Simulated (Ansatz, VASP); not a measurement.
**GaF: VASP beside Ansatz**

```
Ga F
1.0
     3.10129    0.00000    0.00000
     0.00000    3.10129    0.00000
     0.00000    0.00000    3.10129
Ga F
1 1
Cartesian
  0.0000 0.0000 0.0000
  1.5506 1.5506 1.5506
```

Alike in both runs: task single point; functional PBE; k mesh 8 × 8 × 8; occupations fermi-dirac, width 0.05 eV; no spin polarisation.

|  | VASP | Ansatz |
| --- | --- | --- |
| version | VASP 6.6.1 | Ansatz 0.2.0 |
| potentials or method | VASP PAW PBE potentials, release 64 (Ga_d, F) | Ansatz PAW soft_1 |
| plane-wave cutoff (eV) | 520 | 420 |
| valence electrons in the cell | 20 | 20 |

Ansatz gave:

```
gap on the k mesh at the Fermi level (eV) : none
pressure (GPa)                            : 3.2
```

Which values does VASP return?

gap on the k mesh at the Fermi level (eV): none; pressure (GPa): 3.0.

A gap of «none» marks a metal or a gap that the smearing closes.
